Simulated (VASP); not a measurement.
# Cr (P6_3/mmc) in VASP: further runs

The runs below take Cr through single point, relaxation of cell and atoms, with revPBE.

All numbers are computed with VASP 6.6.1; they aren't measurements. Logs are shortened: lines on timing, memory, paths and dates and some standing lists are left out, and cuts for length are marked.

## (1) The cell of the first run

Symmetry: P6_3/mmc, No. 194, hexagonal system. Conventional cell: a = 2.575 Å, b = 2.575 Å, c = 9.092 Å, α = 90.00°, β = 90.00°, γ = 120.00°. Within 3.4 Å of Cr (site symmetry -3m) lie 12 Cr at 2.57 to 2.72 Å. Within 3.4 Å of Cr (site symmetry -6m2) lie 12 Cr at 2.57 to 2.72 Å.

This isn't the form of Cr at room conditions, which is bcc.

## (2) Single point, revPBE, collinear spin, antiferromagnetic start (13.05 Å³/atom)

INCAR reads:

```
SYSTEM = Cr
PREC     = Accurate       ! precision mode
ENCUT    = 500            ! plane-wave cutoff, eV
EDIFF    = 1E-6           ! SCF threshold, eV
ISMEAR   = -1             ! smearing method
SIGMA    = 0.05           ! smearing width, eV
LREAL    = .FALSE.        ! projectors in reciprocal space
LASPH    = .TRUE.         ! aspherical terms in the spheres
NELM     = 200            ! most SCF steps
ALGO     = Normal         ! electronic algorithm
ISIF     = 2              ! what is computed and relaxed
LWAVE    = .FALSE.        ! write WAVECAR
LCHARG   = .TRUE.         ! write CHGCAR
ISPIN    = 2              ! spin polarisation
MAGMOM   = 1.5 1.5 -1.5 -1.5 ! initial moments
LORBIT   = 11             ! projections on sites
LMAXMIX  = 4              ! l up to which the mixer works
GGA      = RE             ! functional
LELF     = .TRUE.         ! ELF
LVHAR    = .TRUE.       
NBANDS   = 36             ! bands
GGA_COMPAT= .FALSE.
```

KPOINTS reads:

```
regular mesh
0
G
  16 16 4
  0 0 0
```

POSCAR reads:

```
Cr
1.0
    2.5747556660      0.0000000000      0.0000000000
   -1.2873778330      2.2298038153      0.0000000000
    0.0000000000      0.0000000000      9.0920804102
Cr
4
Direct
    1.0000000000      1.0000000000      0.0000000000
    1.0000000000      1.0000000000      0.5000000000
    0.3333333333      0.6666666667      0.2500000000
    0.6666666667      0.3333333333      0.7500000000
```

Potentials or basis: VASP PAW PBE potentials, release 64 (Cr_pv).

Started as:

```bash
> cat potpaw_PBE.64/Cr_pv/POTCAR > POTCAR
> mpirun -np 1 vasp_std > vasp.out
```

OUTCAR:

```text
SYSTEM = Cr
   PREC = Accurate
   ENCUT = 500
   EDIFF = 1E-6
   ISMEAR = -1
   LREAL = .FALSE.
   LASPH = .TRUE.
   NELM = 200
   ISIF = 2
   ISPIN = 2
   LORBIT = 11
   GGA = RE

 ion  position               nearest neighbor table
   1  0.000  0.000  0.000-   3 2.72   4 2.72   4 2.72   3 2.72   4 2.72   3 2.72
   2  0.000  0.000  0.500-   3 2.72   4 2.72   4 2.72   3 2.72   4 2.72   3 2.72
   3  0.333  0.667  0.250-   1 2.72   2 2.72   1 2.72   2 2.72   1 2.72   2 2.72
   4  0.667  0.333  0.750-   1 2.72   2 2.72   1 2.72   2 2.72   1 2.72   2 2.72

  LATTYP: Found a hexagonal cell.
 ALAT       =     2.5747556660
 C/A-ratio  =     3.5312400824

  Lattice vectors:

 A1 = (   2.5747556660,   0.0000000000,   0.0000000000)
 A2 = (  -1.2873778330,   2.2298038153,   0.0000000000)
 A3 = (   0.0000000000,   0.0000000000,   9.0920804102)

Analysis of symmetry for initial positions (statically):
=====================================================================
 Subroutine PRICEL returns:
 Original cell was already a primitive cell.

 Routine SETGRP: Setting up the symmetry group for a
 hexagonal supercell.

 Subroutine GETGRP returns: Found 24 space group operations
 (whereof 12 operations were pure point group operations)
 out of a pool of 24 trial point group operations.

The static configuration has the point symmetry D_3d.
 The point group associated with its full space group is D_6h.

Analysis of symmetry for dynamics (positions and initial velocities):
=====================================================================
 Subroutine PRICEL returns:
 Original cell was already a primitive cell.

 Routine SETGRP: Setting up the symmetry group for a
 hexagonal supercell.

 Subroutine GETGRP returns: Found 24 space group operations
 (whereof 12 operations were pure point group operations)
 out of a pool of 24 trial point group operations.

The dynamic configuration has the point symmetry D_3d.
 The point group associated with its full space group is D_6h.

Analysis of structural, dynamic, and magnetic symmetry:
=====================================================================
 Subroutine PRICEL returns:
 Original cell was already a primitive cell.

 Routine SETGRP: Setting up the symmetry group for a
 hexagonal supercell.

 Subroutine GETGRP returns: Found 24 space group operations
 (whereof 12 operations were pure point group operations)
 out of a pool of 24 trial point group operations.

The overall configuration has the point symmetry D_3d.
 The point group associated with its full space group is D_6h.

 Subroutine INISYM returns: Found 24 space group operations
 (whereof 12 operations are pure point group operations),
 and found     1 'primitive' translations

----------------------------------------------------------------------------------------

                                     Primitive cell

  volume of cell :      52.1995

  direct lattice vectors                    reciprocal lattice vectors
     2.574755666  0.000000000  0.000000000     0.388386367  0.224234974  0.000000000
    -1.287377833  2.229803815  0.000000000     0.000000000  0.448469948  0.000000000
     0.000000000  0.000000000  9.092080410     0.000000000  0.000000000  0.109985829

  length of vectors
     2.574755666  2.574755666  9.092080410     0.448469948  0.448469948  0.109985829

  position of ions in fractional coordinates (direct lattice)
     0.000000000  0.000000000  0.000000000
     0.000000000  0.000000000  0.500000000
     0.333333333  0.666666667  0.250000000
     0.666666667  0.333333333  0.750000000

  ion indices of the primitive-cell ions
   primitive index   ion index
                 1           1
                 2           2
                 3           3
                 4           4

----------------------------------------------------------------------------------------

 KPOINTS: regular mesh

Automatic generation of k-mesh.
 Grid dimensions read from file:
 generate k-points for:   16   16    4

 Generating k-lattice:

  Cartesian coordinates                     Fractional coordinates (reciprocal lattice)
     0.024274148  0.014014686  0.000000000     0.062500000 -0.000000000  0.000000000
     0.000000000  0.028029372  0.000000000     0.000000000  0.062500000  0.000000000
     0.000000000  0.000000000  0.027496457     0.000000000  0.000000000  0.250000000

  Length of vectors
     0.028029372  0.028029372  0.027496457

  Shift w.r.t. Gamma in fractional coordinates (k-lattice)
     0.000000000  0.000000000  0.000000000

 Subroutine IBZKPT returns following result:
 ===========================================

 Found     90 irreducible k-points:

 Following reciprocal coordinates:
            Coordinates               Weight
  0.000000  0.000000  0.000000      1.000000
  0.062500 -0.000000  0.000000      6.000000
  0.125000 -0.000000  0.000000      6.000000
  0.187500 -0.000000  0.000000      6.000000
  0.250000 -0.000000  0.000000      6.000000
  0.312500 -0.000000  0.000000      6.000000
[... 16 lines left out ...]
  0.187500  0.187500  0.000000      6.000000
  0.250000  0.187500  0.000000     12.000000
 [... further k-points ...]
   k-points           NKPTS =     90   k-points in BZ     NKDIM =     90   number of bands    NBANDS=     36
   number of dos      NEDOS =    301   number of ions     NIONS =      4
   total plane-waves  NPLWV =  28000
   dimension x,y,z NGX =    20 NGY =   20 NGZ =   70
   dimension x,y,z NGXF=    40 NGYF=   40 NGZF=  140
   ions per type =               4
   NGX,Y,Z   is equivalent  to a cutoff of  12.91, 12.91, 12.80 a.u.
   NGXF,Y,Z  is equivalent  to a cutoff of  25.83, 25.83, 25.60 a.u.
 SYSTEM =  Cr
   PREC   = accura    normal or accurate (medium, high low for compatibility)
   ISTART =      0    job   : 0-new  1-cont  2-samecut
   ICHARG =      2    charge: 1-file 2-atom 10-const
   ISPIN  =      2    spin polarized calculation?
   LNONCOLLINEAR =      F non collinear calculations
   LSORBIT =      F    spin-orbit coupling
   LASPH  =      T    aspherical Exc in radial PAW
   ENCUT  =  500.0 eV  36.75 Ry    6.06 a.u.   4.69  4.69 16.58*2*pi/ulx,y,z
   NELM   =    200;   NELMIN=  2; NELMDL= -5     # of ELM steps
   EDIFF  = 0.1E-05   stopping-criterion for ELM
   LREAL  =      F    real-space projection
   EDIFFG = 0.1E-04   stopping-criterion for IOM
   NSW    =      0    number of steps for IOM
   IBRION =     -1    ionic relax: 0-MD 1-quasi-New 2-CG
   NFREE  =      0    steps in history (QN), initial steepest desc. (CG)
   ISIF   =      2    stress and relaxation
   ISYM   =      2    0-nonsym 1-usesym 2-fastsym
   POTIM  = 0.5000    time-step for ionic-motion
   TEBEG  =    0.0;   TEEND  =   0.0 temperature during run
   PSTRESS=    0.0 pullay stress
   NELECT =      48.0000    total number of electrons
   NUPDOWN=      -1.0000    fix difference up-down
   EMIN   =  10.00;   EMAX   =-10.00  energy-range for DOS
   EFERMI =   0.00;   METHOD = LEGACY
   ISMEAR =    -1;   SIGMA  =   0.05  broadening in eV -4-tet -1-fermi 0-gaus
   EFERMI_NEDOS =   21; number of points for ismear=-14 and -15
   IALGO  =     38    algorithm
   IMIX   =      4    mixing-type and parameters
     AMIX     =   0.40;   BMIX     =  1.00
     AMIX_MAG =   1.60;   BMIX_MAG =  1.00
  volume/ion in A,a.u.               =      13.05        88.06
  Fermi-wavevector in a.u.,A,eV,Ry     =   1.591964  3.008376 34.481920  2.534350
  Thomas-Fermi vector in A             =   2.690423
   LORBIT       =     11    0 simple, 1 ext, 2 COOP (PROOUT), +10 PAW based schemes
   GGA     = RE    functional components
   LHFCALC =     F    Hartree Fock is set to
   AEXX    =    0.0000 exact exchange contribution
   IVDW    =     0    specifies the selected vdW correction
   LEPSILON=     F    determine dielectric tensor
   LRPA    =     F    only Hartree local field effects (RPA)
 spin polarized calculation
  energy-cutoff  :      500.00
  volume of cell :       52.20
 maximum number of plane-waves:      1354
 NGX is ok and might be reduce to    20
   NGX =  9   NGY =  9   NGZ = 33

 number of electron      48.0000004 magnetization      -0.0024515

 number of electron      48.0000005 magnetization       0.0008757

 Free energy of the ion-electron system (eV)
  ---------------------------------------------------
  ext. energy  EPLUGINS =         0.00000000
  ---------------------------------------------------
  free energy    TOTEN  =       -34.68466424 eV

  energy without entropy =      -34.62582827  energy(sigma->0) =      -34.65524625

 E-fermi :   9.2571     XC(G=0): -12.8751

 val. band max:        9.2514422054   @ k =   0.3125   0.2500   0.0000
 cond. band min:       9.2702238129   @ k =   0.1250  -0.0000   0.2500
 fundamental gap:      0.0187816074
 Fermi energy:         9.2570648202

 spin component 1

 k-point     1 :       0.0000    0.0000    0.0000
  band No.  band energies     occupation
      1     -33.9944      1.00000
      2     -33.7507      1.00000
      3     -33.7427      1.00000
      4     -33.4927      1.00000
      5     -33.3772      1.00000
      6     -33.3772      1.00000
[... 925 lines left out ...]
     35      12.7703      0.00000
     36      16.6542      0.00000

 [... further k-points ...]

 spin component 2

 k-point     1 :       0.0000    0.0000    0.0000
  band No.  band energies     occupation
      1     -33.9942      1.00000
      2     -33.7507      1.00000
      3     -33.7424      1.00000
      4     -33.4924      1.00000
      5     -33.3771      1.00000
      6     -33.3771      1.00000
[... 925 lines left out ...]
     35      12.7705      0.00000
     36      16.6534      0.00000

 [... further k-points ...]

------------------------ aborting loop because EDIFF is reached ----------------------------------------

  FORCE on cell =-STRESS in cart. coord.  units (eV):
  Direction    XX          YY          ZZ          XY          YZ          ZX
  --------------------------------------------------------------------------------------
  -------------------------------------------------------------------------------------
  Total       -5.1187515     -5.1187515     -4.6670130      0.0000000      0.0000000      0.0000000
  in kB     -157.1117574   -157.1117574   -143.2463780      0.0000000      0.0000000      0.0000000
  external PRESSURE =    -152.4899642 kB  Pullay stress =       0.0000000 kB

 VOLUME and BASIS-vectors are now :
 -----------------------------------------------------------------------------
  energy-cutoff  :      500.00
  volume of cell :       52.20
      direct lattice vectors                 reciprocal lattice vectors
     2.574755666  0.000000000  0.000000000     0.388386367  0.224234974  0.000000000
    -1.287377833  2.229803815  0.000000000     0.000000000  0.448469948  0.000000000
     0.000000000  0.000000000  9.092080410     0.000000000  0.000000000  0.109985829

 POSITION                                       TOTAL-FORCE (eV/Angst)
 -----------------------------------------------------------------------------------
      0.00000      0.00000      0.00000        -0.000000      0.000000      0.000000
      0.00000      0.00000      4.54604        -0.000000      0.000000      0.000000
     -0.00000      1.48654      2.27302        -0.000000     -0.000000     -0.000000
      1.28738      0.74327      6.81906         0.000000      0.000000      0.000000
 -----------------------------------------------------------------------------------
    total drift:                                0.000000     -0.000000      0.000000

  FREE ENERGIE OF THE ION-ELECTRON SYSTEM (eV)
  ---------------------------------------------------
  free  energy   TOTEN  =       -34.6846642406 eV

  energy  without entropy=      -34.6258282659  energy(sigma->0) =      -34.65524625

 total charge

# of ion       s       p       d       tot
------------------------------------------
    1        0.419   6.322   4.107  10.848
    2        0.419   6.322   4.107  10.848
    3        0.420   6.323   4.101  10.844
    4        0.420   6.323   4.101  10.844
--------------------------------------------------
tot          1.678  25.290  16.417  43.385

 magnetization (x)

# of ion       s       p       d       tot
------------------------------------------
    1       -0.000   0.000   0.000   0.000
    2       -0.000   0.000   0.000   0.000
    3       -0.000  -0.000  -0.000  -0.000
    4       -0.000  -0.000  -0.000  -0.000
--------------------------------------------------
tot         -0.000   0.000   0.001   0.001
```

Run time: 11 min. Hardware: 1 thread of Oxide Virtual Turin-like, shared host; peak memory 0.3 GiB.

Results:

```yaml
Free_energy: -34.6847 eV
Pressure: -15.2 GPa
Band_gap_on_the_k_mesh: zero (filled and empty bands overlap)
Net_moment: 0.00 μB per cell
Valence_electrons_inside_the_program's_atomic_spheres: Cr 10.85, 10.84 (each value once)
```

Caveat: the cell stands under tension; the moments typed at the start vanished in this run; the PAW data sets were made with another functional, which shifts forces and pressure a little.

## (3) Relaxation of cell and atoms, revPBE, collinear spin, antiferromagnetic start

This run uses another cell than the first one, of 11.99 Å³/atom.

INCAR reads:

```
SYSTEM = Cr
PREC = Accurate
ENCUT = 500
EDIFF = 1E-7
ISMEAR = -1
SIGMA = 0.05
LREAL = .FALSE.
LASPH = .TRUE.
NELM = 200
ALGO = Normal
ISIF = 3
LWAVE = .FALSE.
LCHARG = .FALSE.
ISPIN = 2
MAGMOM = 1.5 1.5 -1.5 -1.5
LORBIT = 11
LMAXMIX = 4
GGA = RE
IBRION = 2
NSW = 80
EDIFFG = -0.01
GGA_COMPAT = .FALSE.
NELMIN = 4
```

KPOINTS reads:

```
Automatic mesh
0
G
  14 14 4
  0 0 0
```

POSCAR reads:

```
Cr
1.0
    2.5692592270      0.0000000000      0.0000000000
   -1.2846296135      2.2250437595      0.0000000000
    0.0000000000      0.0000000000      8.3912006354
Cr
4
Direct
    0.0000000000      0.0000000000      0.0000000000
    0.0000000000      0.0000000000      0.5000000000
    0.3333333333      0.6666666667      0.2500000000
    0.6666666667      0.3333333333      0.7500000000
```

Potentials or basis: VASP PAW PBE potentials, release 64 (Cr_pv).

Started as:

```bash
> cat potpaw_PBE.64/Cr_pv/POTCAR > POTCAR
> mpirun -np 1 vasp_std > vasp.out
```

Wall time 29 min (1 thread of Oxide Virtual Turin-like, shared host); peak memory 0.24 GiB.

The run converged. Its results:

```yaml
Free_energy: -34.8825 eV
Relaxed_volume: 12.05 Å³/atom
Relaxed_cell: a = 2.509 Å, b = 2.509 Å, c = 8.845 Å, α = 90.00°, β = 90.00°, γ = 120.00°
Space_group_after_relaxing_to_0.1_Å: P6_3/mmc (No. 194)
Energy_gained_by_relaxing: 23.5 meV/atom
Ionic_steps: 8
Pressure_after_relaxing: -0.1 GPa
Net_moment: 0.00 μB per cell
Valence_electrons_inside_the_program's_atomic_spheres: Cr 11.00
```

Stress tensor (GPa, compression positive):
```
-0.12  0.00  0.00
 0.00 -0.12  0.00
 0.00  0.00  0.00
```

Step by step:
| step | energy change (eV) | largest force (eV/Å) | pressure (GPa) | volume (Å³) |
| --- | --- | --- | --- | --- |
| 1 | 0.0000 | 0.0000 | 0.77 | 47.97 |
| 2 | -0.0379 | 0.0000 | -1.10 | 48.36 |
| 3 | -0.0813 | 0.0000 | -3.93 | 49.03 |
| 4 | -0.0914 | 0.0000 | -1.57 | 48.55 |
| 5 | -0.0914 | 0.0000 | -1.59 | 48.56 |
| 6 | -0.0937 | 0.0000 | -0.70 | 48.35 |
| 7 | -0.0941 | 0.0000 | -0.11 | 48.22 |
| 8 | -0.0941 | 0.0000 | -0.08 | 48.22 |

Final structure:
```xyz
4
Lattice="2.5089 0.0000 0.0000 -1.2544 2.1728 0.0000 0.0000 0.0000 8.8448" Properties=species:S:1:pos:R:3 pbc="T T T"
Cr    0.0000    0.0000    0.0000
Cr    0.0000    0.0000    4.4224
Cr    0.0000    1.4485    2.2112
Cr    1.2544    0.7243    6.6336
```

Levels at points of the mesh, in eV from the Fermi level:
Spin up:
```csv
k point,band 20,band 21,band 22,band 23,band 24,band 25,band 26,band 27,band 28
"(0.00, 0.00, 0.00)",-0.43,-0.43,-0.34,-0.34,-0.19,-0.19,-0.13,-0.08,-0.08
"(0.50, 0.00, 0.00)",-1.42,-0.74,-0.30,-0.20,0.90,0.91,1.70,2.26,2.28
"(0.00, 0.00, 0.50)",-1.01,-0.36,-0.36,-0.36,-0.36,-0.17,-0.17,-0.17,-0.17
"(0.50, 0.00, 0.50)",-1.54,0.10,0.10,0.10,0.10,0.63,0.63,1.84,1.84
```
Spin down:
```tsv
k point	band 20	band 21	band 22	band 23	band 24	band 25	band 26	band 27	band 28
(0.00, 0.00, 0.00)	-0.43	-0.43	-0.34	-0.34	-0.19	-0.19	-0.13	-0.08	-0.08
(0.50, 0.00, 0.00)	-1.42	-0.74	-0.30	-0.20	0.90	0.91	1.70	2.26	2.28
(0.00, 0.00, 0.50)	-1.01	-0.36	-0.36	-0.36	-0.36	-0.17	-0.17	-0.17	-0.17
(0.50, 0.00, 0.50)	-1.54	0.10	0.10	0.10	0.10	0.63	0.63	1.84	1.84
```

Caveat: the highest band is partly filled, so the run has too few bands; the moments typed at the start vanished in this run; the PAW data sets were made with another functional, which shifts forces and pressure a little.
